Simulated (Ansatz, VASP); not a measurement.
Ga2SnSe4: VASP beside Ansatz

Contents of INCAR:

```
PREC = Accurate
ENCUT = 600
EDIFF = 1E-6
ISMEAR = 0
SIGMA = 0.02
LREAL = False
LASPH = True
NELM = 100
ALGO = Normal
ISIF = 3
LWAVE = False
LCHARG = False
GGA = PE
IBRION = 2
NSW = 100
EDIFFG = -0.01
```

The input KPOINTS:

```
Automatic mesh
0
Gamma
  6 6 6
```

The input POSCAR:

```
Ga2SnSe4
1.0
   -3.8469181401      3.8469181401      3.1454948867
    3.8469181401     -3.8469181401      3.1454948867
    3.8469181401      3.8469181401     -3.1454948867
Ga Sn Se
2 1 4
Direct
    0.0000000000      0.5000000000      0.5000000000
    0.5000000000      0.0000000000      0.5000000000
    0.0000000000      0.0000000000      0.0000000000
    0.0770383733      0.9229616267      0.5000000000
    0.4229616267      0.5770383733      0.5000000000
    0.9229616267      0.4229616267      0.8459232534
    0.5770383733      0.0770383733      0.1540767466
```

Input for Ansatz:

```yaml
crystal:
  lattice:
    - [-3.8469181401, 3.8469181401, 3.1454948867]
    - [3.8469181401, -3.8469181401, 3.1454948867]
    - [3.8469181401, 3.8469181401, -3.1454948867]
  atoms:
    - { symbol: Ga, position: [0.0, 0.5, 0.5] }
    - { symbol: Ga, position: [0.5, 0.0, 0.5] }
    - { symbol: Sn, position: [0.0, 0.0, 0.0] }
    - { symbol: Se, position: [0.0770383733, 0.9229616267, 0.5] }
    - { symbol: Se, position: [0.4229616267, 0.5770383733, 0.5] }
    - { symbol: Se, position: [0.9229616267, 0.4229616267, 0.8459232534] }
    - { symbol: Se, position: [0.5770383733, 0.0770383733, 0.1540767466] }
basis:
  ecutwfc: 420
kpoints:
  mp_grid: { grid: [6, 6, 6] }
hamiltonian:
  xc: pbe
scf:
  occupations: { method: gaussian, width: 0.02 }
output:
  forces: true
  stress: true
  eigenvalues: true
relax:
  adjacent_minimum: "off"
  f_tol: 0.01
  max_steps: 80
  cell: { stress_tol: 0.05 }
```

Change from the starting cell: built by hand: vacancy-ordered TlSe type (I422) (I422, No. 97).

Alike in both runs: task relaxation of cell and atoms; functional PBE; k mesh 6 × 6 × 6; occupations gaussian, width 0.02 eV; no spin polarisation.

|  | VASP | Ansatz |
| --- | --- | --- |
| version | VASP 6.6.1 | Ansatz 0.2.0 |
| potentials or method | VASP PAW PBE potentials, release 64 (Ga_d, Sn_d, Se), cutoff 600 eV | scalar-relativistic, plane waves, PAW |
| valence electrons in the cell | 64 | 104 |

VASP gave:

* gap on the k mesh at the Fermi level, each at its own relaxed structure (eV): 1.34
* relaxed volume (Å³/atom): 26.44
* relaxed length of the cell vector where the two differ most in proportion (Å): 6.269

Task: Which values does Ansatz return?

Result: gap on the k mesh at the Fermi level, each at its own relaxed structure (eV): 1.34; relaxed volume (Å³/atom): 26.39; relaxed length of the cell vector where the two differ most in proportion (Å): 6.265.

VASP's potentials hold 64 valence electrons a cell and Ansatz's 104, so a difference there can come from the potentials and not from the codes.
